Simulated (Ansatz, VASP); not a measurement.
# Two plane-wave programs on VSi2

```
V Si
1.0
     4.53012    0.00000    0.00000
    -2.26506    3.92320    0.00000
     0.00000    0.00000    6.32487
V Si
3 6
Direct
  0.00000 0.50000 0.16667
  0.50000 0.50000 0.83333
  0.50000 0.00000 0.50000
  0.83740 0.67480 0.50000
  0.16260 0.83740 0.83333
  0.67480 0.83740 0.16667
  0.16260 0.32520 0.50000
  0.83740 0.16260 0.83333
  0.32520 0.16260 0.16667
```

Alike in both runs: functional r2SCAN; k mesh 9 × 9 × 6; occupations gaussian, width 0.1 eV; no spin polarisation.

Ansatz relaxed the structure, and its values are those at the end. VASP's run is a single point on that final structure, the one shown.

```csv
,VASP,Ansatz
version,VASP 6.6.1,Ansatz 0.2.0
potentials or method,"VASP PAW PBE potentials, release 64 (V_sv, Si), cutoff 520 eV","scalar-relativistic, plane waves, PAW"
valence electrons in the cell,63,63
```

|  | VASP | Ansatz | Ansatz less VASP |
| --- | --- | --- | --- |
| gap on the k mesh at the Fermi level (eV) | none | none | - |
| pressure (GPa) | 0.3 | 0.0 | -0.23 |
| rms of the force components (eV/Å) | 0.004 | 0.002 | -0.0028 |

VASP's potentials were made for PBE, not for r2SCAN. A gap of «none» marks a metal or a gap that the smearing closes.
